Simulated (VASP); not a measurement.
Li2Se: single point with r2SCAN

Li2Se:

```
Li Se
1.0
     0.00000    2.99346    2.99346
     2.99346    0.00000    2.99346
     2.99346    2.99346    0.00000
Li Se
2 1
Direct
  0.25000 0.25000 0.25000
  0.75000 0.75000 0.75000
  0.00000 0.00000 0.00000
```

```yaml
Program: VASP 6.6.1
Task: single point
Functional: r2SCAN
Potentials_or_basis: VASP PAW PBE potentials, release 64 (Li_sv, Se)
Cutoff: 830 eV
k_mesh: 4 × 4 × 4
Occupations: gaussian, width 0.01 eV
Spin: no spin polarisation
Dipole_correction: no
Further_INCAR_settings: ALGO = Normal; EDIFF = 1e-06; NBANDS = 13
```

| Item | Value |
| --- | --- |
| Pressure | -0.1 GPa |
| Band gap on the k mesh | 3.45 eV (least direct gap 4.17 eV) |

Levels at points of the mesh, in eV from the valence-band top:
```csv
k point,band 3,band 4,band 5,band 6,band 7,band 8,band 9,band 10
"(0.00, 0.00, 0.00)",-11.79,0.00,0.00,0.00,4.17,6.31,6.31,6.31
"(0.50, 0.00, 0.00)",-11.41,-2.92,-0.53,-0.53,5.98,6.59,6.59,8.64
"(0.50, 0.50, 0.00)",-11.29,-2.27,-1.45,-1.45,3.45,6.99,11.37,11.37
```

It took 36 s on 1 thread of AMD EPYC 9R45 96-Core Processor (Zen 5), with other jobs on the host, peak memory 0.22 GiB.

Caveat: the k points lie up to 0.45 Å⁻¹ apart; the PAW data sets were made with another functional, which shifts forces and pressure a little. A k mesh can miss the band edges.
